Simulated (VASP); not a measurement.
# Cu2H3: single point with PBE

Crystal: Cu2H3.

```
Cu H
1.0
     3.37060    0.00000    0.00000
    -1.68530    2.91903    0.00000
     0.00000    0.00000    4.82343
Cu H
2 3
Cartesian
  0.0000 1.9460 2.4117
  1.6853 0.9730 2.4117
  0.0000 1.9460 0.0000
  1.6853 0.9730 0.0000
  0.0000 0.0000 2.4117
```

The cell was built from a structure type or drawn by symmetry, and may not be a known phase.

```json
{
 "Program": "VASP 6.6.1",
 "Task": "single point",
 "Functional": "PBE",
 "Potentials or basis": "VASP PAW PBE potentials, release 64 (Cu, H)",
 "Cutoff": "520 eV",
 "k mesh": "6 × 6 × 4",
 "Occupations": "gaussian, width 0.1 eV",
 "Spin": "no spin polarisation"
}
```

* Pressure: 29.3 GPa
* Band gap on the k mesh: zero (an odd number of electrons rules out a gap without spin polarisation)

Stress tensor (GPa, compression positive):
```
 52.02   0.00   0.00
  0.00  52.02   0.00
  0.00   0.00 -16.17
```

Levels at points of the mesh, in eV from the Fermi level:
```tsv
k point	band 10	band 11	band 12	band 13	band 14	band 15
(0.00, 0.00, 0.00)	-2.34	-2.22	-1.83	-0.05	4.52	5.94
(0.50, 0.00, 0.00)	-2.05	-1.98	-1.28	0.78	1.40	4.21
(0.00, 0.00, 0.50)	-2.35	-2.35	-2.14	4.26	4.47	4.60
(0.50, 0.00, 0.50)	-2.12	-2.05	-1.99	-0.40	-0.33	4.47
```

Wall time 41 s on 1 thread of Intel Xeon 8259CL (shared host), peak memory 0.17 GiB.

Caveat: the cell stands under pressure.
